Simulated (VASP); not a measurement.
Si2W:

```xyz
3
Lattice="3.3298 0.0000 0.0000 -1.6649 2.8837 0.0000 0.0000 0.0000 5.8731" Properties=species:S:1:pos:R:3 pbc="T T T"
Si    1.6649    0.9612    3.8522
Si    0.0000    1.9224    2.0209
W     0.0000    0.0000    0.0000
```

The cell was generated, and may not be a known phase.

* Program: VASP 6.6.1
* Task: relaxation of cell and atoms
* Functional: PBE
* Potentials or basis: VASP PAW PBE potentials, release 64 (Si, W_sv)
* Cutoff: 600 eV
* k mesh: 6 × 6 × 4
* Occupations: gaussian, width 0.1 eV
* Spin: no spin polarisation

At the start: pressure -25.3 GPa; volume 18.80 Å³/atom.

How do energy, volume and symmetry change on relaxing?

Over 12 steps the energy falls by 482.6 meV/atom and the volume is 14.75 Å³/atom (-21.5 %); space group P-3m1 (No. 164, to 0.1 Å) before and after.

Step by step:
```csv
step,energy change (eV),largest force (eV/Å),pressure (GPa),volume (Å³)
1,0.0000,1.3547,-25.32,56.39
2,0.4881,1.3631,73.65,35.44
3,-1.2123,0.6698,-0.67,45.10
4,-1.2156,0.6272,0.86,44.73
5,-1.2158,0.6024,1.79,44.51
6,-1.4287,0.1184,2.33,43.86
7,-1.4418,0.0417,2.84,43.66
8,-1.4418,0.0642,2.92,43.63
9,-1.4329,0.2052,-4.26,45.26
10,-1.4476,0.0434,0.03,44.25
11,-1.4476,0.0412,0.06,44.24
12,-1.4477,0.0199,0.06,44.26
```

Final structure:
```cif
data_structure
_symmetry_space_group_name_H-M 'P 1'
_symmetry_Int_Tables_number 1
_cell_length_a 2.9566
_cell_length_b 2.9566
_cell_length_c 5.8466
_cell_angle_alpha 90.000
_cell_angle_beta 90.000
_cell_angle_gamma 120.000
_cell_volume 44.26
loop_
_atom_site_label
_atom_site_type_symbol
_atom_site_fract_x
_atom_site_fract_y
_atom_site_fract_z
_atom_site_occupancy
Si1 Si 0.66667 0.33333 0.66853 1
Si2 Si 0.33333 0.66667 0.33147 1
W1 W 0.00000 0.00000 0.00000 1
```

Caveat: the k points lie up to 0.41 Å⁻¹ apart in the final cell, too coarse for converged energies and pressures of a metal; the volume moved by over 15 % at a fixed basis, so the end points are rough.
